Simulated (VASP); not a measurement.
# Mg32HO31 (a cell with a defect) in VASP: notebook, part 2 of 3

VASP 6.6.1. The steps go on from the part before.

## Step 3: Single point, PBEsol

Contents of INCAR:

```
SYSTEM = Mg32HO31
ALGO = Normal
EDIFF = 1E-6
ENCUT = 520
GGA = PS
GGA_COMPAT = .FALSE.
ISIF = 2
ISMEAR = -1
ISYM = -1
LASPH = .TRUE.
LCHARG = .FALSE.
LREAL = Auto
LWAVE = .FALSE.
NBANDS = 164
NELECT = 252.0
NELM = 120
PREC = Accurate
SIGMA = 0.05
```

Contents of KPOINTS:

```
explicit points
1
Reciprocal
  0.25000000   0.25000000   0.25000000 1
```

Contents of POSCAR:

```
Mg32HO31
1.0
    8.4288080000      0.0000000000      0.0000000000
    0.0000000000      8.4288080000      0.0000000000
    0.0000000000      0.0000000000      8.4288080000
O H Mg
31 1 32
Direct
    0.2483690000      0.0001000000      0.9994980000
    0.2486350000      0.0002050000      0.4984320000
    0.2486360000      0.4990380000      0.9996050000
    0.7483600000      0.9987550000      0.9981520000
    0.7497040000      0.0001000000      0.4981620000
    0.7497030000      0.4987650000      0.9994970000
    0.7498120000      0.4990280000      0.4984230000
    0.9979030000      0.2482980000      0.9972350000
    0.9912220000      0.2416210000      0.4979820000
    0.9971080000      0.7497080000      0.9998830000
    0.9992660000      0.7503460000      0.4990560000
    0.4993130000      0.2475050000      0.9998770000
    0.4999440000      0.2496620000      0.4990450000
    0.4986840000      0.7490840000      0.9988990000
    0.5115780000      0.7619720000      0.4909270000
    0.9979030000      0.9978360000      0.2476960000
    0.9971070000      0.0004850000      0.7491050000
    0.9912260000      0.4985720000      0.2410210000
    0.9992590000      0.4996540000      0.7497480000
    0.4993120000      0.0004850000      0.2469000000
    0.4986830000      0.9994980000      0.7484780000
    0.4999480000      0.4996480000      0.2490540000
    0.5115730000      0.4915410000      0.7613620000
    0.2481870000      0.2416180000      0.2410150000
    0.2492530000      0.2496600000      0.7497350000
    0.2492600000      0.7503380000      0.2490620000
    0.2411270000      0.7619730000      0.7613670000
    0.7474380000      0.2482980000      0.2476950000
    0.7500870000      0.2475030000      0.7491060000
    0.7500930000      0.7497060000      0.2468990000
    0.7491010000      0.7490830000      0.7484800000
    0.3422940000      0.5926730000      0.5920750000
    0.9984650000      0.9988120000      0.9982100000
    0.9975940000      0.9987950000      0.4985070000
    0.9975920000      0.4991120000      0.9981950000
    0.0006740000      0.4948840000      0.4942870000
    0.4982680000      0.9983180000      0.9977160000
    0.5003510000      0.0013460000      0.4979200000
    0.5003460000      0.4985250000      0.0007360000
    0.5026040000      0.5002560000      0.4996390000
    0.2487120000      0.2479890000      0.9981870000
    0.2445010000      0.2510240000      0.4942780000
    0.2481280000      0.7507430000      0.0007440000
    0.2498710000      0.7529800000      0.4996610000
    0.7484100000      0.2488650000      0.9982080000
    0.7483970000      0.2479940000      0.4985030000
    0.7479210000      0.7486630000      0.9977170000
    0.7509490000      0.7507450000      0.4979200000
    0.2487130000      0.9987890000      0.2473890000
    0.2481270000      0.0013450000      0.7501430000
    0.2445030000      0.4948720000      0.2504110000
    0.2498520000      0.5002610000      0.7523820000
    0.7484110000      0.9988130000      0.2482610000
    0.7479200000      0.9983190000      0.7480620000
    0.7484000000      0.4991100000      0.2473890000
    0.7509450000      0.4985240000      0.7501390000
    0.9980330000      0.2484240000      0.2478170000
    0.9984010000      0.2488060000      0.7471300000
    0.9984050000      0.7477340000      0.2482020000
    0.9989300000      0.7504870000      0.7498850000
    0.4973350000      0.2488030000      0.2481950000
    0.5000840000      0.2493370000      0.7498810000
    0.5000880000      0.7504870000      0.2487290000
    0.4927940000      0.7431910000      0.7425830000
```

Potentials or basis: VASP PAW PBE potentials, release 64 (O, H, Mg).

Started as:

```console
$ cat potpaw_PBE.64/O/POTCAR potpaw_PBE.64/H/POTCAR potpaw_PBE.64/Mg/POTCAR > POTCAR
$ mpirun -np 1 vasp_std > vasp.out
```

OUTCAR:

```text
SYSTEM = Mg32HO31
   EDIFF = 1E-6
   ENCUT = 520
   GGA = PS
   ISIF = 2
   ISMEAR = -1
   ISYM = -1
   LASPH = .TRUE.
   LREAL = Auto
   NELECT = 252.0
   NELM = 120
   PREC = Accurate

 ion  position               nearest neighbor table
   1  0.248  0.000  0.999-  41 2.09  49 2.09  50 2.10  43 2.10  33 2.11  37 2.11
   2  0.249  0.000  0.498-  44 2.08  42 2.11  34 2.12  49 2.12  50 2.12  38 2.12
   3  0.249  0.499  1.000-  52 2.08  51 2.11  35 2.12  41 2.12  43 2.12  39 2.12
   4  0.748  0.999  0.998-  54 2.11  37 2.11  47 2.11  33 2.11  53 2.11  45 2.11
   5  0.750  0.000  0.498-  34 2.09  46 2.09  38 2.10  48 2.10  53 2.11  54 2.11
   6  0.750  0.499  0.999-  35 2.09  55 2.09  39 2.10  56 2.10  45 2.11  47 2.11
[... 23 lines left out ...]
  30  0.750  0.750  0.247-  59 2.09  53 2.10  47 2.10  63 2.11  55 2.11  48 2.12
  31  0.749  0.749  0.748-  54 2.10  47 2.10  60 2.11  56 2.11  48 2.11  64 2.16
  32  0.342  0.593  0.592-  44 1.74  52 1.74  40 1.74  64 2.20
  33  0.998  0.999  0.998-  10 2.10  17 2.10   8 2.10  16 2.10   1 2.11   4 2.11  60 2.96  50 2.97
                            43 2.97  57 2.98  41 2.98  49 2.98  53 2.98  45 2.98  47 2.98  54 2.98
  34  0.998  0.999  0.499-   9 2.05   5 2.09  11 2.09  17 2.11  16 2.11   2 2.12  48 2.95  44 2.97
                            46 2.97  58 2.97  42 2.98  54 2.98  53 2.98  60 2.98  57 2.98  59 2.99
  35  0.998  0.499  0.998-  18 2.05   6 2.09  19 2.09  10 2.11   8 2.11   3 2.12  56 2.95  52 2.97
                            55 2.97  59 2.97  51 2.98  47 2.98  45 2.98  60 2.98  57 2.98  58 2.99
  36  0.001  0.495  0.494-   7 2.12   9 2.14  18 2.14  19 2.15  11 2.15  42 2.91  51 2.91  57 2.94
                            58 2.97  59 2.97  46 2.98  55 2.98  56 3.01  48 3.01  52 3.02  44 3.02
  37  0.498  0.998  0.998-  20 2.10  12 2.10  14 2.10  21 2.10   1 2.11   4 2.11  50 2.97  43 2.97
                            63 2.97  62 2.97  41 2.98  49 2.98  54 2.98  47 2.98  53 2.98  45 2.98
  38  0.500  0.001  0.498-  15 2.02  13 2.09   5 2.10  21 2.11  20 2.12   2 2.12  46 2.95  61 2.96
                            53 2.97  54 2.97  44 2.97  62 2.98  63 2.98  48 2.99  49 2.99  64 3.00
  39  0.500  0.499  0.001-  23 2.02  22 2.09   6 2.10  14 2.11  12 2.12   3 2.12  55 2.95  61 2.96
                            47 2.97  45 2.97  52 2.97  63 2.98  62 2.98  56 2.99  41 2.99  64 3.00
  40  0.503  0.500  0.500-  32 1.74   7 2.08  22 2.11  13 2.11  15 2.21  23 2.21  64 2.90  55 2.97
                            46 2.97  48 2.97  56 2.97  63 2.99  62 2.99  61 3.00  44 3.01  52 3.01
  41  0.249  0.248  0.998-  24 2.05   1 2.09  25 2.09  12 2.11   8 2.11   3 2.12  50 2.95  52 2.97
[... 33 lines left out ...]
  58  0.998  0.249  0.747-  29 2.09  17 2.09   9 2.10   8 2.11  19 2.11  25 2.11  56 2.96  50 2.96
                            46 2.97  34 2.97  36 2.97  42 2.97  54 2.99  45 2.99  33 2.99  41 2.99
  59  0.998  0.748  0.248-  30 2.09  10 2.09  18 2.10  16 2.11  11 2.11  26 2.11  48 2.96  43 2.96
                            55 2.97  35 2.97  36 2.97  51 2.97  47 2.99  33 2.99  53 2.99  49 2.99
  60  0.999  0.750  0.750-  27 2.05  31 2.11  10 2.11  17 2.11  11 2.11  19 2.11  33 2.96  47 2.97
                            54 2.97  35 2.98  34 2.98  48 2.98  56 2.98  50 2.98  43 2.98  52 2.99
  61  0.497  0.249  0.248-  20 2.09  12 2.09  24 2.10  28 2.11  22 2.11  13 2.11  39 2.96  38 2.96
                            41 2.97  49 2.97  51 2.97  42 2.97  37 2.99  45 2.99  53 2.99  46 2.99
  62  0.500  0.249  0.750-  23 2.05  21 2.11  12 2.11  29 2.11  25 2.11  13 2.11  45 2.96  37 2.97
                            54 2.97  41 2.98  46 2.98  50 2.98  38 2.98  39 2.98  56 2.98  52 2.99
  63  0.500  0.750  0.249-  15 2.05  14 2.11  20 2.11  30 2.11  26 2.11  22 2.11  53 2.96  37 2.97
                            47 2.97  49 2.98  55 2.98  43 2.98  39 2.98  38 2.98  48 2.98  40 2.99
  64  0.493  0.743  0.743-  23 2.13  15 2.13  27 2.13  21 2.16  31 2.16  14 2.16  32 2.20  44 2.90
                            52 2.90  40 2.90  56 3.00  48 3.00  38 3.00  39 3.00  50 3.00  43 3.00

IMPORTANT INFORMATION: All symmetrisations will be switched off!
NOSYMM: (Re-)initialisation of all symmetry stuff for point group C_1.

----------------------------------------------------------------------------------------

                                     Primitive cell

  volume of cell :     598.8230

  direct lattice vectors                    reciprocal lattice vectors
     8.428808000  0.000000000  0.000000000     0.118640738  0.000000000  0.000000000
     0.000000000  8.428808000  0.000000000     0.000000000  0.118640738  0.000000000
     0.000000000  0.000000000  8.428808000     0.000000000  0.000000000  0.118640738
[... 166 lines left out ...]
   EDIFF  = 0.1E-05   stopping-criterion for ELM
   LREAL  =      T    real-space projection
   EDIFFG = 0.1E-04   stopping-criterion for IOM
   NSW    =      0    number of steps for IOM
   IBRION =     -1    ionic relax: 0-MD 1-quasi-New 2-CG
   NFREE  =      0    steps in history (QN), initial steepest desc. (CG)
   ISIF   =      2    stress and relaxation
   ISYM   =     -1    0-nonsym 1-usesym 2-fastsym
   POTIM  = 0.5000    time-step for ionic-motion
   TEBEG  =    0.0;   TEEND  =   0.0 temperature during run
   PSTRESS=    0.0 pullay stress
   NELECT =     252.0000    total number of electrons
   NUPDOWN=      -1.0000    fix difference up-down
   EMIN   =  10.00;   EMAX   =-10.00  energy-range for DOS
   EFERMI =   0.00;   METHOD = LEGACY
   ISMEAR =    -1;   SIGMA  =   0.05  broadening in eV -4-tet -1-fermi 0-gaus
   EFERMI_NEDOS =   21; number of points for ismear=-14 and -15
   IALGO  =     38    algorithm
   IMIX   =      4    mixing-type and parameters
     AMIX     =   0.40;   BMIX     =  1.00
     AMIX_MAG =   1.60;   BMIX_MAG =  1.00
  volume/ion in A,a.u.               =       9.36        63.14
  Fermi-wavevector in a.u.,A,eV,Ry     =   1.226805  2.318325 20.477453  1.505050
  Thomas-Fermi vector in A             =   2.361792
   LORBIT       =      0    0 simple, 1 ext, 2 COOP (PROOUT), +10 PAW based schemes
   GGA     = PS    functional components
   LHFCALC =     F    Hartree Fock is set to
   AEXX    =    0.0000 exact exchange contribution
   IVDW    =     0    specifies the selected vdW correction
   LEPSILON=     F    determine dielectric tensor
   LRPA    =     F    only Hartree local field effects (RPA)
 non-spin polarized calculation
  energy-cutoff  :      520.00
  volume of cell :      598.82
 maximum number of plane-waves:     16125
 NGX is ok and might be reduce to    64
   NGX = 31   NGY = 31   NGZ = 31

 number of electron     251.9999965 magnetization

 Free energy of the ion-electron system (eV)
  ---------------------------------------------------
  ext. energy  EPLUGINS =         0.00000000
  ---------------------------------------------------
  free energy    TOTEN  =      -382.68580060 eV

  energy without entropy =     -382.68580055  energy(sigma->0) =     -382.68580057

 E-fermi :   7.9840     XC(G=0): -11.2840

 val. band max:        7.0736766294   @ k =   0.2500   0.2500   0.2500
 cond. band min:       8.8942408771   @ k =   0.2500   0.2500   0.2500
 fundamental gap:      1.8205642478
 Fermi energy:         7.9840309215

 k-point     1 :       0.2500    0.2500    0.2500
  band No.  band energies     occupation
      1     -14.0710      2.00000
      2     -13.7185      2.00000
      3     -13.7185      2.00000
      4     -13.6041      2.00000
      5     -13.4023      2.00000
      6     -13.4022      2.00000
[... 130 lines left out ...]
    137      11.3693      0.00000
    138      11.3726      0.00000
 [bands above 138 left out]

------------------------ aborting loop because EDIFF is reached ----------------------------------------

  FORCE on cell =-STRESS in cart. coord.  units (eV):
  Direction    XX          YY          ZZ          XY          YZ          ZX
  --------------------------------------------------------------------------------------
  -------------------------------------------------------------------------------------
  Total       16.5339126     16.5292531     16.5403289      0.8554228      0.8501207      0.8496906
  in kB       44.2372108     44.2247442     44.2543778      2.2887214      2.2745354      2.2733846
  external PRESSURE =      44.2387776 kB  Pullay stress =       0.0000000 kB

 VOLUME and BASIS-vectors are now :
 -----------------------------------------------------------------------------
  energy-cutoff  :      520.00
  volume of cell :      598.82
      direct lattice vectors                 reciprocal lattice vectors
     8.428808000  0.000000000  0.000000000     0.118640738  0.000000000  0.000000000
     0.000000000  8.428808000  0.000000000     0.000000000  0.118640738  0.000000000
     0.000000000  0.000000000  8.428808000     0.000000000  0.000000000  0.118640738

 POSITION                                       TOTAL-FORCE (eV/Angst)
 -----------------------------------------------------------------------------------
      2.09345      0.00084      8.42458        -0.005819      0.002285     -0.002012
      2.09570      0.00173      4.20119        -0.004329      0.005461     -0.005219
      2.09571      4.20630      8.42548        -0.005533     -0.005629      0.003830
      6.30778      8.41831      8.41323        -0.000638      0.000090      0.000359
      6.31911      0.00084      4.19891        -0.000925      0.000446     -0.006802
      6.31910      4.20399      8.42457        -0.001083     -0.004721     -0.002148
[... 56 lines left out ...]
      4.21515      6.32571      2.09649         0.002208      0.001689      0.006130
      4.15367      6.26421      6.25909        -0.005144     -0.005770     -0.006268
 -----------------------------------------------------------------------------------
    total drift:                               -0.020141      0.001609     -0.025063

  FREE ENERGIE OF THE ION-ELECTRON SYSTEM (eV)
  ---------------------------------------------------
  free  energy   TOTEN  =      -382.6858005978 eV

  energy  without entropy=     -382.6858005501  energy(sigma->0) =     -382.68580057
```

Run time: 2.5 min. Hardware: 1 thread of Intel Xeon 6975P-C (Granite Rapids), shared host; peak memory 0.59 GiB.

Results:

| Property | Result |
| --- | --- |
| Free energy | -382.6858 eV |
| Largest force | 0.021 eV/Å |

Forces in eV/Å, atoms in the order of the input:
```
O   -0.006  0.002 -0.002
O   -0.004  0.005 -0.005
O   -0.006 -0.006  0.004
O   -0.001  0.000  0.000
O   -0.001  0.000 -0.007
O   -0.001 -0.005 -0.002
O    0.005 -0.004 -0.005
O   -0.004 -0.003  0.000
O    0.003  0.004  0.010
O   -0.001  0.000 -0.001
O   -0.006  0.002 -0.009
O   -0.003 -0.003 -0.001
O    0.000 -0.005 -0.011
O   -0.004 -0.004  0.001
O   -0.002 -0.002  0.005
O   -0.004 -0.002 -0.003
O    0.000 -0.001 -0.002
O    0.006  0.009  0.004
O   -0.009 -0.008 -0.003
O   -0.001 -0.001  0.000
O   -0.004  0.004 -0.005
O    0.000 -0.007 -0.009
O   -0.001  0.006 -0.001
O    0.009  0.004  0.004
O   -0.011 -0.005 -0.002
O   -0.009  0.002 -0.007
O    0.006 -0.002 -0.003
O   -0.001 -0.004 -0.002
O   -0.001 -0.003 -0.003
O   -0.001 -0.001  0.000
O    0.003 -0.003 -0.004
H    0.000  0.000  0.001
Mg   0.005  0.000  0.000
Mg   0.002  0.003  0.005
Mg   0.002  0.004  0.005
Mg  -0.012 -0.001  0.000
Mg   0.001  0.003  0.004
Mg   0.002 -0.007  0.003
Mg   0.003  0.001 -0.006
Mg  -0.005  0.004  0.005
Mg   0.005  0.001  0.004
Mg  -0.001 -0.009  0.000
Mg   0.002  0.001 -0.006
Mg   0.003 -0.004  0.004
Mg   0.001  0.005  0.001
Mg   0.005  0.001  0.006
Mg   0.004  0.001  0.004
Mg  -0.006  0.000  0.003
Mg   0.005  0.004  0.002
Mg   0.002 -0.007  0.002
Mg  -0.001  0.000 -0.009
Mg   0.004  0.003 -0.003
Mg   0.001  0.000  0.005
Mg   0.004  0.003  0.002
Mg   0.005  0.004  0.002
Mg  -0.006  0.001  0.003
Mg   0.011  0.012  0.013
Mg   0.004  0.002 -0.004
Mg   0.004 -0.005  0.004
Mg   0.006  0.002  0.002
Mg  -0.003  0.002  0.003
Mg   0.002  0.005  0.002
Mg   0.002  0.002  0.006
Mg  -0.005 -0.006 -0.006
```

Levels at points of the mesh, in eV from the Fermi level:
```csv
k point,band 122,band 123,band 124,band 125,band 126,band 127,band 128,band 129,band 130,band 131
"(0.25, 0.25, 0.25)",-5.44,-5.14,-5.14,-4.18,-0.91,0.91,1.34,1.34,2.28,2.62
```

Caveat: the cell carries a net charge on a neutralising background, which shifts energy and pressure; the cell is charged against a uniform background, so pressure and absolute levels hang on convention; the PAW data sets were made with another functional, which shifts forces and pressure a little.

(Part 2 of 3 ends here.)
